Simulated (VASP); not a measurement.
Crystal: MnAs.

```
As Mn
1.0
     3.71000    0.00000    0.00000
    -1.85500    3.21295    0.00000
     0.00000    0.00000    5.69100
As Mn
2 2
Direct
  0.66667 0.33333 0.75000
  0.33333 0.66667 0.25000
  0.00000 0.00000 0.50000
  0.00000 0.00000 0.00000
```

```yaml
Program: VASP 6.6.1
Task: relaxation of cell and atoms
Functional: revPBE
Potentials_or_basis: VASP PAW PBE potentials, release 64 (As, Mn_pv)
Cutoff: 600 eV
k_mesh: 8 × 8 × 5
Occupations: fermi-dirac, width 0.05 eV
Spin: collinear spin, ferromagnetic start
Starting_moments: "[0.0, 0.0, 4.0, 4.0] μB"
```

At the start: pressure -0.8 GPa; volume 16.96 Å³/atom.

Where does the relaxation end?

Over 5 steps the energy falls by 3.0 meV/atom and the volume is 16.77 Å³/atom (-1.1 %); space group P6_3/mmc (No. 194, to 0.1 Å) before and after; moment 6.27 μB per cell.

The path:
```tsv
step	energy change (eV)	largest force (eV/Å)	pressure (GPa)	volume (Å³)
1	0.0000	0.0000	-0.77	67.84
2	-0.0085	0.0000	0.03	67.03
3	-0.0099	0.0000	0.57	66.55
4	-0.0118	0.0000	0.18	66.96
5	-0.0119	0.0000	0.03	67.09
```

Final structure:
```
CELL_PARAMETERS angstrom
3.73325 0.00000 0.00000
-1.86663 3.23309 0.00000
0.00000 0.00000 5.55808
ATOMIC_POSITIONS crystal
As 0.66667 0.33333 0.75000
As 0.33333 0.66667 0.25000
Mn 0.00000 0.00000 0.50000
Mn 0.00000 0.00000 0.00000
```

Caveat: the PAW data sets were made with another functional, which shifts forces and pressure a little; the run started ferromagnetic, and an antiferromagnetic order may lie lower in energy.
